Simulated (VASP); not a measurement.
Input of a VASP 6.6.1 run:

INCAR

```
SYSTEM = AlRu
PREC = Accurate
ENCUT = 520
EDIFF = 1E-6
ISMEAR = 0
SIGMA = 0.1
LREAL = .FALSE.
LASPH = .TRUE.
NELM = 150
ALGO = Normal
ISIF = 2
LWAVE = .FALSE.
LCHARG = .FALSE.
LMAXMIX = 4
LDAU = .TRUE.
LDAUTYPE = 2
LDAUL = -1 2
LDAUU = 0 0.73
LDAUJ = 0 0
LDAUPRINT = 1
GGA = PE
NBANDS = 16
```

File KPOINTS:

```
Automatic mesh
0
G
  6 6 6
  0 0 0
```

POSCAR

```
AlRu
1.0
    2.9824954400      0.0000000000      0.0000000000
    0.0000000000      2.9824954400      0.0000000000
    0.0000000000      0.0000000000      2.9824954400
Al Ru
1 1
Direct
    0.0000000000      0.0000000000      0.0000000000
    0.5000000000      0.5000000000      0.5000000000
```

Potentials or basis: VASP PAW PBE potentials, release 64 (Al, Ru_pv).

Command:

```bash
$ cat potpaw_PBE.64/Al/POTCAR potpaw_PBE.64/Ru_pv/POTCAR > POTCAR
$ mpirun -np 1 vasp_std > vasp.out
```

Problem. Estimate the pressure.

Solution. 3.9 GPa.

Eigenvalues of the final occupation matrices:
```
    site  spin  trace               eigenvalues
site 2 d     1   3.14  0.56 0.56 0.67 0.67 0.67
site 2 d     2   3.14  0.56 0.56 0.67 0.67 0.67
```

Caveat: U without spin polarisation on a metal has little footing; the U is typed as a test and isn't derived for this compound.
